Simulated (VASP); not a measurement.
Wanted: the native input for a VASP 6.6.1 run.

```yaml
Task: single point
Functional: PBE
Potentials_or_basis: VASP PAW PBE potentials, release 64 (Pd)
Cutoff: 520 eV
k_mesh: 9 × 9 × 8
Occupations: gaussian, width 0.1 eV
Spin: no spin polarisation
Dipole_correction: no
Further_INCAR_settings: ALGO = Normal; EDIFF = 1e-06; NBANDS = 33
```

The structure of Pd lies in POSCAR:

```
Pd
1.0
    5.2256636761      0.0000000000      0.0000000000
   -2.6128318380      4.5255574951      0.0000000000
    0.0000000000      0.0000000000      4.4577430619
Pd
5
Direct
    0.0000000000      0.5000000000      0.5000000000
    0.5000000000      0.0000000000      0.5000000000
    0.5000000000      0.5000000000      0.5000000000
    0.3333333333      0.6666666667      0.0000000000
    0.6666666667      0.3333333333      0.0000000000
```

The input as run:

INCAR

```
SYSTEM = Pd
ALGO     = Normal         ! electronic algorithm
EDIFF    = 1E-6           ! SCF threshold, eV
ENCUT    = 520            ! plane-wave cutoff, eV
GGA      = PE             ! functional
ISIF     = 2              ! what is computed and relaxed
ISMEAR   = 0              ! smearing method
LASPH    = .True.         ! aspherical terms in the spheres
LCHARG   = .False.        ! write CHGCAR
LREAL    = .False.        ! projectors in reciprocal space
LWAVE    = .False.        ! write WAVECAR
NBANDS   = 33             ! bands
NELM     = 100            ! most SCF steps
PREC     = Accurate       ! precision mode
SIGMA    = 0.1            ! smearing width, eV
```

KPOINTS

```
k-points
0
Gamma
  9 9 8
  0 0 0
```

Potentials or basis: VASP PAW PBE potentials, release 64 (Pd).

Run with:

```bash
$ cat potpaw_PBE.64/Pd/POTCAR > POTCAR
$ mpirun -np 1 vasp_std > vasp.out
```

Results of the run:

```
Pressure               : -0.3 GPa
Band gap on the k mesh : zero (band 25 reaches 5.58 eV, above the bottom of band 26 at 4.70 eV)
```

Wall time 2.3 min on 1 thread of Intel(R) Xeon(R) Platinum 8124M CPU @ 3.00GHz (Skylake/Cascade Lake) (shared host), peak memory 0.31 GiB.
